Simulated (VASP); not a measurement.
# NaCl (P1) in VASP: further runs, part 2 of 2

VASP 6.6.1. Earlier steps stand in the parts before.

**5. Single point, PBE**

INCAR

```
SYSTEM = NaCl
ALGO = Normal ; EDIFF = 1E-6
ENCUT = 500 ; GGA = PE
GGA_COMPAT = .False. ; ISIF = 2
ISMEAR = 0 ; LASPH = .True.
LCHARG = .False. ; LREAL = .False.
LWAVE = .False. ; NBANDS = 14
NELM = 120 ; PREC = Accurate
SIGMA = 0.01
```

KPOINTS

```
k-points
0
Gamma
  4 4 4
  0 0 0
```

POSCAR

```
NaCl
1.0
    0.0000000000      2.8100000000      2.8100000000
    2.8100000000      0.0000000000      2.8100000000
    2.8100000000      2.8100000000      0.0000000000
Na Cl
1 1
Direct
   -0.0016089700     -0.0046307680      0.0018919040
    0.5010434371      0.5030031074      0.4987730686
```

Potentials or basis: VASP PAW PBE potentials, release 64 (Na_pv, Cl).

Command:

```bash
$ cat potpaw_PBE.64/Na_pv/POTCAR potpaw_PBE.64/Cl/POTCAR > POTCAR
$ mpirun -np 1 vasp_std > vasp.out
```

OUTCAR:

```text
SYSTEM = NaCl
   EDIFF = 1E-6
   ENCUT = 500
   GGA = PE
   ISIF = 2
   ISMEAR = 0
   LASPH = .True.
   LREAL = .False.
   NELM = 120
   PREC = Accurate

 ion  position               nearest neighbor table
   1  0.998  0.995  0.002-
   2  0.501  0.503  0.499-

  LATTYP: Found a face centered cubic cell.
 ALAT       =     5.6200000000

  Lattice vectors:

 A1 = (   0.0000000000,   2.8100000000,   2.8100000000)
 A2 = (   2.8100000000,   0.0000000000,   2.8100000000)
 A3 = (   2.8100000000,   2.8100000000,   0.0000000000)

Analysis of symmetry for initial positions (statically):
=====================================================================
 Subroutine PRICEL returns:
 Original cell was already a primitive cell.

 Routine SETGRP: Setting up the symmetry group for a
 face centered cubic supercell.

 Subroutine GETGRP returns: Found  1 space group operations
 (whereof  1 operations were pure point group operations)
 out of a pool of 48 trial point group operations.

The static configuration has the point symmetry C_1 .

Analysis of symmetry for dynamics (positions and initial velocities):
=====================================================================
 Subroutine PRICEL returns:
 Original cell was already a primitive cell.

 Routine SETGRP: Setting up the symmetry group for a
 face centered cubic supercell.

 Subroutine GETGRP returns: Found  1 space group operations
 (whereof  1 operations were pure point group operations)
 out of a pool of 48 trial point group operations.

The dynamic configuration has the point symmetry C_1 .

 Subroutine INISYM returns: Found  1 space group operations
 (whereof  1 operations are pure point group operations),
 and found     1 'primitive' translations

----------------------------------------------------------------------------------------

                                     Primitive cell

  volume of cell :      44.3761

  direct lattice vectors                    reciprocal lattice vectors
     0.000000000  2.810000000  2.810000000    -0.177935943  0.177935943  0.177935943
     2.810000000  0.000000000  2.810000000     0.177935943 -0.177935943  0.177935943
     2.810000000  2.810000000  0.000000000     0.177935943  0.177935943 -0.177935943

  length of vectors
     3.973940110  3.973940110  3.973940110     0.308194094  0.308194094  0.308194094

  position of ions in fractional coordinates (direct lattice)
     0.998391030  0.995369232  0.001891904
     0.501043437  0.503003107  0.498773069

  ion indices of the primitive-cell ions
   primitive index   ion index
                 1           1
                 2           2

----------------------------------------------------------------------------------------

 KPOINTS: k-points

Automatic generation of k-mesh.
 Grid dimensions read from file:
 generate k-points for:    4    4    4

 Generating k-lattice:

  Cartesian coordinates                     Fractional coordinates (reciprocal lattice)
    -0.044483986  0.044483986  0.044483986     0.250000000  0.000000000  0.000000000
     0.044483986 -0.044483986  0.044483986     0.000000000  0.250000000  0.000000000
     0.044483986  0.044483986 -0.044483986     0.000000000  0.000000000  0.250000000

  Length of vectors
     0.077048523  0.077048523  0.077048523

  Shift w.r.t. Gamma in fractional coordinates (k-lattice)
     0.000000000  0.000000000  0.000000000

 Subroutine IBZKPT returns following result:
 ===========================================

 Found     36 irreducible k-points:

 Following reciprocal coordinates:
            Coordinates               Weight
  0.000000  0.000000  0.000000      1.000000
  0.250000  0.000000  0.000000      2.000000
  0.000000  0.250000  0.000000      2.000000
  0.000000  0.000000  0.250000      2.000000
  0.250000  0.250000  0.250000      2.000000
  0.500000  0.000000  0.000000      1.000000
[... 16 lines left out ...]
  0.250000  0.500000  0.500000      2.000000
  0.500000  0.000000  0.250000      2.000000
 [... further k-points ...]
   k-points           NKPTS =     36   k-points in BZ     NKDIM =     36   number of bands    NBANDS=     14
   number of dos      NEDOS =    301   number of ions     NIONS =      2
   total plane-waves  NPLWV =  27000
   dimension x,y,z NGX =    30 NGY =   30 NGZ =   30
   dimension x,y,z NGXF=    60 NGYF=   60 NGZF=   60
   ions per type =               1   1
   NGX,Y,Z   is equivalent  to a cutoff of  12.55, 12.55, 12.55 a.u.
   NGXF,Y,Z  is equivalent  to a cutoff of  25.10, 25.10, 25.10 a.u.
 SYSTEM =  NaCl
   PREC   = accura    normal or accurate (medium, high low for compatibility)
   ISTART =      0    job   : 0-new  1-cont  2-samecut
   ICHARG =      2    charge: 1-file 2-atom 10-const
   ISPIN  =      1    spin polarized calculation?
   LNONCOLLINEAR =      F non collinear calculations
   LSORBIT =      F    spin-orbit coupling
   LASPH  =      T    aspherical Exc in radial PAW
   ENCUT  =  500.0 eV  36.75 Ry    6.06 a.u.   7.25  7.25  7.25*2*pi/ulx,y,z
   NELM   =    120;   NELMIN=  2; NELMDL= -5     # of ELM steps
   EDIFF  = 0.1E-05   stopping-criterion for ELM
   LREAL  =      F    real-space projection
   EDIFFG = 0.1E-04   stopping-criterion for IOM
   NSW    =      0    number of steps for IOM
   IBRION =     -1    ionic relax: 0-MD 1-quasi-New 2-CG
   NFREE  =      0    steps in history (QN), initial steepest desc. (CG)
   ISIF   =      2    stress and relaxation
   ISYM   =      2    0-nonsym 1-usesym 2-fastsym
   POTIM  = 0.5000    time-step for ionic-motion
   TEBEG  =    0.0;   TEEND  =   0.0 temperature during run
   PSTRESS=    0.0 pullay stress
   NELECT =      14.0000    total number of electrons
   NUPDOWN=      -1.0000    fix difference up-down
   EMIN   =  10.00;   EMAX   =-10.00  energy-range for DOS
   EFERMI =   0.00;   METHOD = LEGACY
   ISMEAR =     0;   SIGMA  =   0.01  broadening in eV -4-tet -1-fermi 0-gaus
   EFERMI_NEDOS =   21; number of points for ismear=-14 and -15
   IALGO  =     38    algorithm
   IMIX   =      4    mixing-type and parameters
     AMIX     =   0.40;   BMIX     =  1.00
     AMIX_MAG =   1.60;   BMIX_MAG =  1.00
  volume/ion in A,a.u.               =      22.19       149.73
  Fermi-wavevector in a.u.,A,eV,Ry     =   1.114469  2.106040 16.898985  1.242040
  Thomas-Fermi vector in A             =   2.251064
   LORBIT       =      0    0 simple, 1 ext, 2 COOP (PROOUT), +10 PAW based schemes
   GGA     = PE    functional components
   LHFCALC =     F    Hartree Fock is set to
   AEXX    =    0.0000 exact exchange contribution
   IVDW    =     0    specifies the selected vdW correction
   LEPSILON=     F    determine dielectric tensor
   LRPA    =     F    only Hartree local field effects (RPA)
 non-spin polarized calculation
 Gauss-broadening in eV      SIGMA  =   0.01
  energy-cutoff  :      500.00
  volume of cell :       44.38
 maximum number of plane-waves:      1158
 NGX is ok and might be reduce to    30
   NGX = 15   NGY = 15   NGZ = 15

 number of electron      14.0000000 magnetization

 Free energy of the ion-electron system (eV)
  ---------------------------------------------------
  ext. energy  EPLUGINS =         0.00000000
  ---------------------------------------------------
  free energy    TOTEN  =        -6.76921275 eV

  energy without entropy =       -6.76921275  energy(sigma->0) =       -6.76921275

 E-fermi :  -0.6128     XC(G=0):  -8.2109

 val. band max:       -0.6672983049   @ k =   0.0000   0.0000   0.0000
 cond. band min:       4.4798385663   @ k =   0.0000   0.0000   0.0000
 fundamental gap:      5.1471368713
 Fermi energy:        -0.6127563983

 k-point     1 :       0.0000    0.0000    0.0000
  band No.  band energies     occupation
      1     -21.4686      2.00000
      2     -21.4686      2.00000
      3     -21.4686      2.00000
      4     -13.3503      2.00000
      5      -0.6677      2.00000
      6      -0.6673      2.00000
      7      -0.6673      2.00000
      8       4.4798      0.00000
      9      10.4626      0.00000
     10      10.4630      0.00000
     11      10.4637      0.00000
     12      12.6378      0.00000
     13      12.6392      0.00000
     14      14.2612      0.00000
[... 375 lines left out ...]
 k-point    24 :       0.5000    0.0000    0.2500
  band No.  band energies     occupation
      1     -21.4909      2.00000
      2     -21.4774      2.00000
      3     -21.4740      2.00000
      4     -12.9791      2.00000
      5      -2.2622      2.00000
      6      -1.4454      2.00000
      7      -1.1114      2.00000
      8       7.5309      0.00000
      9       8.6398      0.00000
     10       9.5275      0.00000
     11      11.5988      0.00000
     12      13.4375      0.00000
     13      15.6304      0.00000
     14      16.4621      0.00000

 [... further k-points ...]
[... 5 lines left out ...]
  --------------------------------------------------------------------------------------
  -------------------------------------------------------------------------------------
  Total        0.2818849      0.2800651      0.2898343      0.0000231      0.0000726     -0.0007539
  in kB       10.1773189     10.1116184     10.4643278      0.0008347      0.0026201     -0.0272186
  external PRESSURE =      10.2510884 kB  Pullay stress =       0.0000000 kB

 VOLUME and BASIS-vectors are now :
 -----------------------------------------------------------------------------
  energy-cutoff  :      500.00
  volume of cell :       44.38
      direct lattice vectors                 reciprocal lattice vectors
     0.000000000  2.810000000  2.810000000    -0.177935943  0.177935943  0.177935943
     2.810000000  0.000000000  2.810000000     0.177935943 -0.177935943  0.177935943
     2.810000000  2.810000000  0.000000000     0.177935943  0.177935943 -0.177935943

 POSITION                                       TOTAL-FORCE (eV/Angst)
 -----------------------------------------------------------------------------------
      2.80230      2.81080      5.60247         0.018307     -0.001872      0.042149
      2.81499      2.80948      2.82137        -0.018307      0.001872     -0.042149
 -----------------------------------------------------------------------------------
    total drift:                               -0.000067     -0.000020      0.000320

  FREE ENERGIE OF THE ION-ELECTRON SYSTEM (eV)
  ---------------------------------------------------
  free  energy   TOTEN  =        -6.7692127512 eV

  energy  without entropy=       -6.7692127512  energy(sigma->0) =       -6.76921275
```

Run time: 20 s. Hardware: 1 thread of Intel Xeon Platinum 8488C (Sapphire Rapids), shared host; peak memory 0.16 GiB.

Results:

| Property | Result |
| --- | --- |
| Free energy | -6.7692 eV |
| Pressure | 1.0 GPa |
| Largest force | 0.046 eV/Å |
| Band gap on the k mesh | 5.15 eV, direct |

Forces on the atoms (eV/Å):
```
Na   0.018 -0.002  0.042
Cl  -0.018  0.002 -0.042
```

Caveat: the k points lie up to 0.48 Å⁻¹ apart.
